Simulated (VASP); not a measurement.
Here is a VASP 6.6.1 calculation.

Contents of INCAR:

```
SYSTEM = C
PREC = Accurate
ENCUT = 1300
EDIFF = 1E-6
ISMEAR = 0
SIGMA = 0.02
LREAL = .FALSE.
LASPH = .TRUE.
NELM = 120
ALGO = Normal
ISIF = 2
LWAVE = .FALSE.
LCHARG = .FALSE.
GGA = PS
NBANDS = 16
GGA_COMPAT = .FALSE.
```

The input KPOINTS:

```
regular mesh
0
G
  9 9 6
  0 0 0
```

File POSCAR:

```
C
1.0
    2.4612466108      0.0000000000      0.0000000000
   -1.2306233054      2.1315020900      0.0000000000
    0.0000000000      0.0000000000      4.1980341080
C
4
Direct
    0.3333333333      0.6666666667      0.0000300285
    0.6666666667      0.3333333333      0.5000300285
    0.3333333333      0.6666666667      0.3739699715
    0.6666666667      0.3333333333      0.8739699715
```

Potentials or basis: VASP PAW PBE potentials, release 64 (C_h).

Run with:

```sh
$ cat potpaw_PBE.64/C_h/POTCAR > POTCAR
$ mpirun -np 1 vasp_std > vasp.out
```

Estimate the band gap on the k mesh.

2.90 eV (least direct gap 4.70 eV).

Predict the pressure.

10.4 GPa.

Stress tensor (GPa, compression positive):
```
 21.14   0.00   0.00
  0.00  21.14   0.00
  0.00   0.00 -11.23
```

Caveat: the cell differs from its parent crystal (strained cell); the stress differs along the axes, from -11 to 21 GPa; the PAW data sets were made with another functional, which shifts forces and pressure a little. A k mesh can miss the band edges.
